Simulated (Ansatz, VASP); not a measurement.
**Sc2Pb: VASP beside Ansatz**

Contents of INCAR:

```
PREC = Accurate ; ENCUT = 520
EDIFF = 1E-6 ; ISMEAR = 0
SIGMA = 0.1 ; LREAL = False
LASPH = True ; NELM = 100
ALGO = Normal ; ISIF = 2
LWAVE = False ; LCHARG = False
GGA = PE ; NBANDS = 45
```

Contents of KPOINTS:

```
Automatic mesh
0
Gamma
  6 6 2
```

Contents of POSCAR:

```
Sc2Pb
1.0
    4.1933476400      0.0000000000      0.0000000000
   -2.0966738200      3.6315455800      0.0000000000
    0.0000000000      0.0000000000      8.7376961700
Sc Pb
4 2
Direct
    0.3333333300      0.6666666700      0.7487057500
    0.3333333300      0.6666666700      0.2512942500
    0.6666666700      0.3333333300      0.2512942500
    0.6666666700      0.3333333300      0.7487057500
    0.0000000000      0.0000000000      0.5000000000
    0.0000000000      0.0000000000      0.0000000000
```

Input for Ansatz:

```yaml
crystal:
  lattice:
    - [4.19334764, 0.0, 0.0]
    - [-2.09667382, 3.63154558, 0.0]
    - [0.0, 0.0, 8.73769617]
  atoms:
    - { symbol: Sc, position: [0.33333333, 0.66666667, 0.74870575] }
    - { symbol: Sc, position: [0.33333333, 0.66666667, 0.25129425] }
    - { symbol: Sc, position: [0.66666667, 0.33333333, 0.25129425] }
    - { symbol: Sc, position: [0.66666667, 0.33333333, 0.74870575] }
    - { symbol: Pb, position: [0.0, 0.0, 0.5] }
    - { symbol: Pb, position: [0.0, 0.0, 0.0] }
basis:
  ecutwfc: 420
kpoints:
  mp_grid: { grid: [6, 6, 2] }
hamiltonian:
  xc: pbe
scf:
  occupations: { method: gaussian, width: 0.1 }
  lower_state_search: "off"
output:
  forces: true
  stress: true
  eigenvalues: true
```

Alike in both runs: task single point; functional PBE; k mesh 6 × 6 × 2; occupations gaussian, width 0.1 eV; no spin polarisation.

|  | VASP | Ansatz |
| --- | --- | --- |
| version | VASP 6.6.1 | Ansatz 0.2.0 |
| potentials or method | VASP PAW PBE potentials, release 64 (Sc_sv, Pb_d), cutoff 520 eV | scalar-relativistic, plane waves, PAW |
| valence electrons in the cell | 72 | 72 |

|  | VASP | Ansatz | Ansatz less VASP |
| --- | --- | --- | --- |
| gap on the k mesh at the Fermi level (eV) | none | none | - |
| pressure (GPa) | 8.8 | 8.6 | -0.22 |
| traceless stress, the component that is largest in VASP (GPa) | -18.57 | -18.42 | +0.157 |
| rms of the force components (eV/Å) | 0.007 | 0.006 | -0.0002 |

Atom by atom the forces differ by 0.000 eV/Å (rms over components). A gap of «none» marks a metal or a gap that the smearing closes.

Neither program's run includes spin-orbit coupling.
